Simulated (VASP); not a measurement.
A run of VASP 6.6.1 is set up as follows.

File INCAR:

```
  PREC = Accurate
  ENCUT = 520
  EDIFF = 1E-7
  ISMEAR = -1
  SIGMA = 0.05
  LREAL = F
  LASPH = T
  NELM = 80
  ALGO = Normal
  ISIF = 2
  LWAVE = F
  LCHARG = F
  GGA = RP
  IVDW = 12
  NBANDS = 13
```

KPOINTS

```
Automatic mesh
0
Gamma
  10 10 10
```

The input POSCAR:

```
Sn
1.0
   -1.8012446209      1.8012446209      1.5937682414
    1.8012446209     -1.8012446209      1.5937682414
    1.8012446209      1.8012446209     -1.5937682414
Sn
1
Direct
    0.0000000000      0.0000000000      0.0000000000
```

Potentials or basis: VASP PAW PBE potentials, release 64 (Sn_d).

Command:

```console
$ cat potpaw_PBE.64/Sn_d/POTCAR > POTCAR
$ mpirun -np 1 vasp_std > vasp.out
```

Estimate the dispersion energy per atom.

-2.998 eV.

Predict the pressure.

0.0 GPa.

Caveat: the PAW data sets were made with another functional, which shifts forces and pressure a little.
